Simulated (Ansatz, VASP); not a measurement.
## One calculation of Ti, two programs

Contents of INCAR:

```
PREC = Accurate ; ENCUT = 600
EDIFF = 1E-6 ; ISMEAR = -1
SIGMA = 0.08 ; LREAL = F
LASPH = T ; NELM = 80
ALGO = Normal ; ISIF = 3
LWAVE = F ; LCHARG = F
GGA = PS ; IBRION = 2
NSW = 100 ; EDIFFG = -0.002
```

The input KPOINTS:

```
regular mesh
0
Gamma
  16 16 8
```

The input POSCAR:

```
Ti
1.0
    2.9500000000      0.0000000000      0.0000000000
   -1.4750000000      2.5547749412      0.0000000000
    0.0000000000      0.0000000000      4.6800000000
Ti
2
Direct
    0.3333333333      0.6666666667      0.2500000000
    0.6666666667      0.3333333333      0.7500000000
```

Input for Ansatz:

```yaml
crystal:
  lattice:
    - [2.95000000002, 0.0, 0.0]
    - [-1.47500000001, 2.55477494118, 0.0]
    - [0.0, 0.0, 4.68]
  atoms:
    - { symbol: Ti, position: [0.333333333333, 0.666666666667, 0.25] }
    - { symbol: Ti, position: [0.666666666667, 0.333333333333, 0.75] }
kpoints:
  mp_grid: { grid: [16, 16, 8] }
scf:
  occupations: { method: fermi_dirac, width: 0.08 }
hamiltonian:
  xc: pbesol
  pseudopotentials: { kind: paw }
relax:
  f_tol: 0.002
  max_steps: 80
  cell: {}
output:
  forces: true
  stress: true
  write_density: true
  write_potential: true
  elf: true
  volumetric_format: npy
```

Alike in both runs: task relaxation of cell and atoms; functional PBEsol; k mesh 16 × 16 × 8; occupations fermi-dirac, width 0.08 eV; no spin polarisation.

|  | VASP | Ansatz |
| --- | --- | --- |
| version | VASP 6.6.1 | Ansatz 0.2.0 |
| potentials or method | VASP PAW PBE potentials, release 64 (Ti_sv) | PAW with Ansatz's default frozen-core files, scalar-relativistic |
| plane-wave cutoff (eV) | 600 | 420 |
| valence electrons in the cell | 24 | 24 |

|  | VASP | Ansatz | Ansatz less VASP |
| --- | --- | --- | --- |
| relaxed volume (Å³/atom) | 16.69 | 16.73 | +0.039 |
| relaxed cell length with the largest relative difference (Å) | 4.587 | 4.592 | +0.0050 |

VASP's potentials were made for PBE, not for PBEsol.
